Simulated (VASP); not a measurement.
# Zr (P6/mmm) in VASP: single point with LDA

Aim: the single point of Zr with LDA.

All numbers are computed with VASP 6.6.1; they aren't measurements. Logs are shortened: lines on timing, memory, paths and dates and some standing lists are left out, and cuts for length are marked.

### 1 The cell of the first run

It takes space group P6/mmm (No. 191, hexagonal). The conventional cell has a = 3.109 Å, b = 3.109 Å, c = 4.920 Å, α = 90.00°, β = 90.00°, γ = 120.00°. Within 4.1 Å of Zr (site symmetry 6/mmm) lie 6 Zr at 3.11 Å.

### 2 Single point, LDA

INCAR reads:

```
SYSTEM = Zr
PREC = Accurate
ENCUT = 520
EDIFF = 1E-6
ISMEAR = -1
SIGMA = 0.02
LREAL = .False.
LASPH = .True.
NELM = 60
ALGO = Normal
ISIF = 2
LWAVE = .False.
LCHARG = .True.
GGA = CA
LELF = .True.
LVHAR = .True.
NBANDS = 12
```

KPOINTS reads:

```
Automatic mesh
0
Gamma
  11 11 6
  0 0 0
```

POSCAR reads:

```
Zr
1.0
    3.1089940000      0.0000000000      0.0000000000
   -1.5544970000      2.6924680000      0.0000000000
    0.0000000000      0.0000000000      4.9204670000
Zr
1
Direct
    0.0000000000      0.0000000000      0.0000000000
```

Potentials or basis: VASP PAW LDA potentials, release 64 (Zr_sv).

The run is started by

```
$ cat potpaw_LDA.64/Zr_sv/POTCAR > POTCAR
$ mpirun -np 1 vasp_std > vasp.out
```

OUTCAR:

```text
SYSTEM = Zr
   PREC = Accurate
   ENCUT = 520
   EDIFF = 1E-6
   ISMEAR = -1
   LREAL = .False.
   LASPH = .True.
   NELM = 60
   ISIF = 2
   GGA = CA

 ion  position               nearest neighbor table
   1  0.000  0.000  0.000-

  LATTYP: Found a hexagonal cell.
 ALAT       =     3.1089940000
 C/A-ratio  =     1.5826556758

  Lattice vectors:

 A1 = (   3.1089940000,   0.0000000000,   0.0000000000)
 A2 = (  -1.5544970000,   2.6924680000,   0.0000000000)
 A3 = (   0.0000000000,   0.0000000000,   4.9204670000)

Analysis of symmetry for initial positions (statically):
=====================================================================
 Subroutine PRICEL returns:
 Original cell was already a primitive cell.

 Routine SETGRP: Setting up the symmetry group for a
 hexagonal supercell.

 Subroutine GETGRP returns: Found 24 space group operations
 (whereof 24 operations were pure point group operations)
 out of a pool of 24 trial point group operations.

The static configuration has the point symmetry D_6h.

Analysis of symmetry for dynamics (positions and initial velocities):
=====================================================================
 Subroutine PRICEL returns:
 Original cell was already a primitive cell.

 Routine SETGRP: Setting up the symmetry group for a
 hexagonal supercell.

 Subroutine GETGRP returns: Found 24 space group operations
 (whereof 24 operations were pure point group operations)
 out of a pool of 24 trial point group operations.

The dynamic configuration has the point symmetry D_6h.

 Subroutine INISYM returns: Found 24 space group operations
 (whereof 24 operations are pure point group operations),
 and found     1 'primitive' translations

----------------------------------------------------------------------------------------

                                     Primitive cell

  volume of cell :      41.1886

  direct lattice vectors                    reciprocal lattice vectors
     3.108994000  0.000000000  0.000000000     0.321647453  0.185703228  0.000000000
    -1.554497000  2.692468000  0.000000000     0.000000000  0.371406457  0.000000000
     0.000000000  0.000000000  4.920467000     0.000000000  0.000000000  0.203232742

  length of vectors
     3.108994000  3.108994187  4.920467000     0.371406479  0.371406457  0.203232742

  position of ions in fractional coordinates (direct lattice)
     0.000000000  0.000000000  0.000000000

  ion indices of the primitive-cell ions
   primitive index   ion index
                 1           1

----------------------------------------------------------------------------------------

 KPOINTS: Automatic mesh

Automatic generation of k-mesh.
 Grid dimensions read from file:
 generate k-points for:   11   11    6

 Generating k-lattice:

  Cartesian coordinates                     Fractional coordinates (reciprocal lattice)
     0.029240678  0.016882112  0.000000000     0.090909091 -0.000000000  0.000000000
     0.000000000  0.033764223  0.000000000     0.000000000  0.090909091  0.000000000
     0.000000000  0.000000000  0.033872124     0.000000000  0.000000000  0.166666667

  Length of vectors
     0.033764225  0.033764223  0.033872124

  Shift w.r.t. Gamma in fractional coordinates (k-lattice)
     0.000000000  0.000000000  0.000000000

 Subroutine IBZKPT returns following result:
 ===========================================

 Found     64 irreducible k-points:

 Following reciprocal coordinates:
            Coordinates               Weight
  0.000000  0.000000  0.000000      1.000000
  0.090909 -0.000000  0.000000      6.000000
  0.181818 -0.000000  0.000000      6.000000
  0.272727 -0.000000  0.000000      6.000000
  0.363636 -0.000000  0.000000      6.000000
  0.454545 -0.000000  0.000000      6.000000
[... 16 lines left out ...]
  0.090909  0.090909  0.166667     12.000000
  0.181818  0.090909  0.166667     24.000000
 [... further k-points ...]
   k-points           NKPTS =     64   k-points in BZ     NKDIM =     64   number of bands    NBANDS=     12
   number of dos      NEDOS =    301   number of ions     NIONS =      1
   total plane-waves  NPLWV =  23040
   dimension x,y,z NGX =    24 NGY =   24 NGZ =   40
   dimension x,y,z NGXF=    48 NGYF=   48 NGZF=   80
   ions per type =               1
   NGX,Y,Z   is equivalent  to a cutoff of  12.83, 12.83, 13.51 a.u.
   NGXF,Y,Z  is equivalent  to a cutoff of  25.67, 25.67, 27.03 a.u.
 SYSTEM =  Zr
   PREC   = accura    normal or accurate (medium, high low for compatibility)
   ISTART =      0    job   : 0-new  1-cont  2-samecut
   ICHARG =      2    charge: 1-file 2-atom 10-const
   ISPIN  =      1    spin polarized calculation?
   LNONCOLLINEAR =      F non collinear calculations
   LSORBIT =      F    spin-orbit coupling
   LASPH  =      T    aspherical Exc in radial PAW
   ENCUT  =  520.0 eV  38.22 Ry    6.18 a.u.   5.78  5.78  9.15*2*pi/ulx,y,z
   NELM   =     60;   NELMIN=  2; NELMDL= -5     # of ELM steps
   EDIFF  = 0.1E-05   stopping-criterion for ELM
   LREAL  =      F    real-space projection
   EDIFFG = 0.1E-04   stopping-criterion for IOM
   NSW    =      0    number of steps for IOM
   IBRION =     -1    ionic relax: 0-MD 1-quasi-New 2-CG
   NFREE  =      0    steps in history (QN), initial steepest desc. (CG)
   ISIF   =      2    stress and relaxation
   ISYM   =      2    0-nonsym 1-usesym 2-fastsym
   POTIM  = 0.5000    time-step for ionic-motion
   TEBEG  =    0.0;   TEEND  =   0.0 temperature during run
   PSTRESS=    0.0 pullay stress
   NELECT =      12.0000    total number of electrons
   NUPDOWN=      -1.0000    fix difference up-down
   EMIN   =  10.00;   EMAX   =-10.00  energy-range for DOS
   EFERMI =   0.00;   METHOD = LEGACY
   ISMEAR =    -1;   SIGMA  =   0.02  broadening in eV -4-tet -1-fermi 0-gaus
   EFERMI_NEDOS =   21; number of points for ismear=-14 and -15
   IALGO  =     38    algorithm
   IMIX   =      4    mixing-type and parameters
     AMIX     =   0.40;   BMIX     =  1.00
     AMIX_MAG =   1.60;   BMIX_MAG =  1.00
  volume/ion in A,a.u.               =      41.19       277.95
  Fermi-wavevector in a.u.,A,eV,Ry     =   1.085283  2.050887 16.025475  1.177839
  Thomas-Fermi vector in A             =   2.221393
   LORBIT       =      0    0 simple, 1 ext, 2 COOP (PROOUT), +10 PAW based schemes
   GGA     = CA    functional components
   LHFCALC =     F    Hartree Fock is set to
   AEXX    =    0.0000 exact exchange contribution
   IVDW    =     0    specifies the selected vdW correction
   LEPSILON=     F    determine dielectric tensor
   LRPA    =     F    only Hartree local field effects (RPA)
 non-spin polarized calculation
  energy-cutoff  :      520.00
  volume of cell :       41.19
 maximum number of plane-waves:      1126
 NGX is ok and might be reduce to    24
   NGX = 11   NGY = 11   NGZ = 19

 number of electron      12.0000000 magnetization

 Free energy of the ion-electron system (eV)
  ---------------------------------------------------
  ext. energy  EPLUGINS =         0.00000000
  ---------------------------------------------------
  free energy    TOTEN  =        -7.46206400 eV

  energy without entropy =       -7.46066141  energy(sigma->0) =       -7.46136271

 E-fermi :   3.1751     XC(G=0):  -8.5069

 val. band max:        3.1374974399   @ k =   0.2727   0.1818   0.0000
 cond. band min:       3.1761283927   @ k =   0.1818   0.1818   0.1667
 fundamental gap:      0.0386309528
 Fermi energy:         3.1750639321

 k-point     1 :       0.0000    0.0000    0.0000
  band No.  band energies     occupation
      1     -45.6289      2.00000
      2     -23.8647      2.00000
      3     -23.2197      2.00000
      4     -23.2197      2.00000
      5      -0.8520      2.00000
      6       2.3311      2.00000
      7       4.3771      0.00000
      8       4.3771      0.00000
      9       6.2462      0.00000
     10       6.9633      0.00000
     11       6.9633      0.00000
     12      11.5335      0.00000

 k-point     2 :       0.0909   -0.0000    0.0000
  band No.  band energies     occupation
      1     -45.6185      2.00000
      2     -23.8535      2.00000
      3     -23.2991      2.00000
      4     -23.2375      2.00000
      5      -0.5855      2.00000
      6       2.4803      2.00000
      7       4.1231      0.00000
      8       4.6135      0.00000
      9       5.3895      0.00000
     10       6.8851      0.00000
     11       7.8847      0.00000
     12      11.5727      0.00000

 k-point     3 :       0.1818   -0.0000    0.0000
  band No.  band energies     occupation
      1     -45.5905      2.00000
      2     -23.8234      2.00000
      3     -23.5081      2.00000
      4     -23.2850      2.00000
      5       0.1253      2.00000
      6       2.8441      2.00000
      7       3.6783      0.00000
      8       4.3879      0.00000
      9       5.2992      0.00000
     10       6.6841      0.00000
     11       9.0674      0.00000
     12      11.6662      0.00000

 k-point     4 :       0.2727   -0.0000    0.0000
  band No.  band energies     occupation
      1     -45.5535      2.00000
      2     -23.7837      2.00000
      3     -23.7731      2.00000
      4     -23.3465      2.00000
      5       0.9221      2.00000
      6       2.9582      1.99996
      7       3.5661      0.00000
      8       4.0110      0.00000
      9       6.3536      0.00000
     10       6.4376      0.00000
     11      10.1376      0.00000
     12      11.7243      0.00000

 k-point     5 :       0.3636   -0.0000    0.0000
  band No.  band energies     occupation
      1     -45.5192      2.00000
      2     -24.0088      2.00000
      3     -23.7469      2.00000
      4     -23.4023      2.00000
      5       1.1495      2.00000
      6       2.9862      1.99984
      7       3.5202      0.00000
      8       4.8707      0.00000
      9       6.2255      0.00000
     10       7.5904      0.00000
     11      10.9349      0.00000
     12      11.5228      0.00000

 k-point     6 :       0.4545   -0.0000    0.0000
  band No.  band energies     occupation
      1     -45.4987      2.00000
      2     -24.1456      2.00000
      3     -23.7249      2.00000
      4     -23.4351      2.00000
      5       1.0461      2.00000
      6       2.6863      2.00000
      7       4.3931      0.00000
      8       5.3812      0.00000
      9       6.1052      0.00000
     10       8.5701      0.00000
     11      11.1516      0.00000
     12      11.3358      0.00000

 k-point     7 :       0.0909    0.0909    0.0000
  band No.  band energies     occupation
      1     -45.5993      2.00000
      2     -23.8329      2.00000
      3     -23.4383      2.00000
      4     -23.2752      2.00000
      5      -0.0880      2.00000
      6       2.7639      2.00000
      7       3.7091      0.00000
      8       4.6554      0.00000
      9       5.1113      0.00000
     10       6.7058      0.00000
     11       8.7851      0.00000
     12      11.6416      0.00000

 k-point     8 :       0.1818    0.0909    0.0000
  band No.  band energies     occupation
      1     -45.5668      2.00000
      2     -23.7979      2.00000
      3     -23.6628      2.00000
      4     -23.3422      2.00000
      5       0.7503      2.00000
      6       3.0407      1.99758
      7       3.4795      0.00000
      8       3.8769      0.00000
      9       6.0670      0.00000
     10       6.3891      0.00000
     11       9.8967      0.00000
     12      11.7419      0.00000
[... 166 lines left out ...]
 k-point    20 :       0.2727   -0.0000    0.1667
  band No.  band energies     occupation
      1     -45.5535      2.00000
      2     -23.7846      2.00000
      3     -23.7730      2.00000
      4     -23.3465      2.00000
      5       1.0006      2.00000
      6       2.8677      2.00000
      7       3.6014      0.00000
      8       4.1515      0.00000
      9       6.3547      0.00000
     10       6.4209      0.00000
     11       8.9921      0.00000
     12      12.7719      0.00000

 k-point    21 :       0.3636   -0.0000    0.1667
  band No.  band energies     occupation
      1     -45.5192      2.00000
      2     -24.0087      2.00000
      3     -23.7477      2.00000
      4     -23.4022      2.00000
      5       1.1794      2.00000
      6       2.7523      2.00000
      7       3.8810      0.00000
      8       4.9258      0.00000
      9       6.2049      0.00000
     10       7.5926      0.00000
     11       9.6599      0.00000
     12      11.8691      0.00000

 k-point    22 :       0.4545   -0.0000    0.1667
  band No.  band energies     occupation
      1     -45.4987      2.00000
      2     -24.1455      2.00000
      3     -23.7256      2.00000
      4     -23.4350      2.00000
      5       1.0622      2.00000
      6       2.5524      2.00000
      7       4.6228      0.00000
      8       5.5570      0.00000
      9       6.0833      0.00000
     10       8.5708      0.00000
     11       9.9487      0.00000
     12      11.5170      0.00000

 k-point    23 :       0.0909    0.0909    0.1667
  band No.  band energies     occupation
      1     -45.5993      2.00000
      2     -23.8339      2.00000
      3     -23.4382      2.00000
      4     -23.2752      2.00000
      5       0.0148      2.00000
      6       2.7743      2.00000
      7       3.7129      0.00000
      8       4.6001      0.00000
      9       5.1137      0.00000
     10       6.6903      0.00000
     11       8.0642      0.00000
     12      12.5845      0.00000

 k-point    24 :       0.1818    0.0909    0.1667
  band No.  band energies     occupation
      1     -45.5667      2.00000
      2     -23.7989      2.00000
      3     -23.6628      2.00000
      4     -23.3421      2.00000
      5       0.8518      2.00000
      6       2.9855      1.99985
      7       3.3865      0.00005
      8       4.0641      0.00000
      9       6.0718      0.00000
     10       6.3670      0.00000
     11       8.8224      0.00000
     12      12.9391      0.00000

 [... further k-points ...]
[... 5 lines left out ...]
  --------------------------------------------------------------------------------------
  -------------------------------------------------------------------------------------
  Total       -2.9791013     -2.9791017     -2.1522157      0.0000000      0.0000000      0.0000000
  in kB     -115.8828291   -115.8828477    -83.7181477      0.0000000      0.0000000      0.0000000
  external PRESSURE =    -105.1612749 kB  Pullay stress =       0.0000000 kB

 VOLUME and BASIS-vectors are now :
 -----------------------------------------------------------------------------
  energy-cutoff  :      520.00
  volume of cell :       41.19
      direct lattice vectors                 reciprocal lattice vectors
     3.108994000  0.000000000  0.000000000     0.321647453  0.185703228  0.000000000
    -1.554497000  2.692468000  0.000000000     0.000000000  0.371406457  0.000000000
     0.000000000  0.000000000  4.920467000     0.000000000  0.000000000  0.203232742

 POSITION                                       TOTAL-FORCE (eV/Angst)
 -----------------------------------------------------------------------------------
      0.00000      0.00000      0.00000         0.000000      0.000000      0.000000
 -----------------------------------------------------------------------------------
    total drift:                               -0.000000      0.000000     -0.000000

  FREE ENERGIE OF THE ION-ELECTRON SYSTEM (eV)
  ---------------------------------------------------
  free  energy   TOTEN  =        -7.4620640016 eV

  energy  without entropy=       -7.4606614144  energy(sigma->0) =       -7.46136271
```

Run time: 14 s. Hardware: 1 thread of Intel Xeon Platinum 8259CL at 2.50GHz (Skylake/Cascade Lake), shared host; peak memory 0.16 GiB.

Results:

```yaml
Free_energy: -7.4621 eV
Pressure: -10.5 GPa
Band_gap_on_the_k_mesh: zero (band 6 reaches 3.41 eV, above the bottom of band 7 at 2.85 eV)
```

Levels at points of the mesh, in eV from the Fermi level:
```
           k point  band 2  band 3  band 4  band 5  band 6  band 7  band 8  band 9  band 10  band 11
(0.00, 0.00, 0.00)  -27.04  -26.39  -26.39   -4.03   -0.84    1.20    1.20    3.07     3.79     3.79
(0.00, 0.00, 0.50)  -27.04  -26.39  -26.39   -3.62   -0.36    0.98    1.21    1.21     3.74     3.74
```
